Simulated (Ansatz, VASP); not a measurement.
# Two plane-wave programs on Ag

File INCAR:

```
SYSTEM = Ag
PREC = Accurate
ENCUT = 520
EDIFF = 1E-7
ISMEAR = 0
SIGMA = 0.15
LREAL = .False.
LASPH = .True.
NELM = 60
ALGO = Fast
ISIF = 2
LWAVE = .False.
LCHARG = .True.
GGA = PE
LELF = .True.
LVHAR = .True.
NBANDS = 30
```

KPOINTS

```
regular mesh
0
Gamma
  18 18 6
  0 0 0
```

POSCAR

```
Ag
1.0
    2.9022720494     -0.0323426906      0.0119463713
   -1.4791456163      2.5489330086      0.0138247475
    0.0389024052      0.0744439941      9.5268818221
Ag
4
Direct
    0.3329170099      0.6754238670      0.2581685398
    0.7057338750      0.3493153958      0.7472245591
   -0.0321192353     -0.0254659004     -0.0011433618
   -0.0065316496      0.0007266376      0.4957502628
```

Input for Ansatz:

```yaml
crystal:
  lattice:
    - [2.9022720494, -0.0323426906, 0.0119463713]
    - [-1.4791456163, 2.5489330086, 0.0138247475]
    - [0.0389024052, 0.0744439941, 9.5268818221]
  atoms:
    - { symbol: Ag, position: [0.3329170099, 0.675423867, 0.2581685398] }
    - { symbol: Ag, position: [0.705733875, 0.3493153958, 0.7472245591] }
    - { symbol: Ag, position: [-0.0321192353, -0.0254659004, -0.0011433618] }
    - { symbol: Ag, position: [-0.0065316496, 0.0007266376, 0.4957502628] }
basis:
  ecutwfc: 420
kpoints:
  mp_grid: { grid: [18, 18, 6] }
hamiltonian:
  xc: pbe
scf:
  occupations: { method: gaussian, width: 0.15 }
output:
  forces: true
  stress: true
  eigenvalues: true
```

Change from the starting cell: all atoms moved at random (sigma 0.06 Å a component), cell strained at random (sigma 0.01).

Alike in both runs: task single point; functional PBE; k mesh 18 × 18 × 6; occupations gaussian, width 0.15 eV; no spin polarisation.

|  | VASP | Ansatz |
| --- | --- | --- |
| version | VASP 6.6.1 | Ansatz 0.2.0 |
| potentials or method | VASP PAW PBE potentials, release 64 (Ag), cutoff 520 eV | scalar-relativistic, plane waves, PAW |
| valence electrons in the cell | 44 | 76 |

```tsv
	VASP	Ansatz	Ansatz less VASP
gap on the k mesh at the Fermi level (eV)	none	none	-
pressure (GPa)	2.3	2.4	+0.14
traceless stress, the component that is largest in VASP (GPa)	0.48	0.49	+0.003
rms of the force components (eV/Å)	0.222	0.224	+0.0021
```

Atom by atom the forces differ by 0.002 eV/Å (rms over components). A gap of «none» marks a metal or a gap that the smearing closes. VASP's potentials hold 44 valence electrons a cell and Ansatz's 76, so a difference there can come from the potentials and not from the codes.
